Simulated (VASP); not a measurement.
Input of a VASP 6.6.1 run:

The input INCAR:

```
SYSTEM = MgO
PREC = Accurate
ENCUT = 520
EDIFF = 1E-7
ISMEAR = 0
SIGMA = 0.05
LREAL = .FALSE.
LASPH = .TRUE.
NELM = 60
ALGO = Normal
ISIF = 2
LWAVE = .FALSE.
LCHARG = .TRUE.
GGA = PE
LELF = .TRUE.
LVHAR = .TRUE.
NBANDS = 26
```

The input KPOINTS:

```
regular mesh
0
G
  8 8 8
  0 0 0
```

The input POSCAR:

```
MgO
1.0
    3.5213164963      0.0000000000      0.0000000000
    1.7606582482     -3.0495495405     -4.2393824239
    1.7606582481      3.0495495406     -4.2393824239
Mg O
4 4
Direct
    0.8763974527      0.4569358806      0.7902692140
    0.3763974527      0.9569358806      0.2902692140
    0.1263974527      0.5402692140      0.2069358806
    0.6263974527      0.0402692140      0.7069358806
    0.6228770493      0.7104562840      0.0437896174
    0.1228770493      0.2104562840      0.5437896174
    0.3728770493      0.2937896174      0.9604562840
    0.8728770493      0.7937896174      0.4604562840
```

Potentials or basis: VASP PAW PBE potentials, release 64 (Mg, O).

The run is started by

```bash
$ cat potpaw_PBE.64/Mg/POTCAR potpaw_PBE.64/O/POTCAR > POTCAR
$ mpirun -np 1 vasp_std > vasp.out
```

Q: Estimate the band gap on the k mesh.

A: 3.26 eV.

Q: Estimate the largest force.

A: 0.128 eV/Å.

Q: Estimate the pressure.

A: -0.5 GPa.

Forces in eV/Å, atoms in the order of the input:
```
Mg   0.000  0.000 -0.128
Mg   0.000  0.000 -0.128
Mg   0.000  0.000 -0.128
Mg   0.000  0.000 -0.128
O    0.000  0.000  0.128
O    0.000  0.000  0.128
O    0.000  0.000  0.128
O    0.000  0.000  0.128
```

Caveat: the cell differs from its parent crystal (atoms displaced along a vibrational mode). A k mesh can miss the band edges.
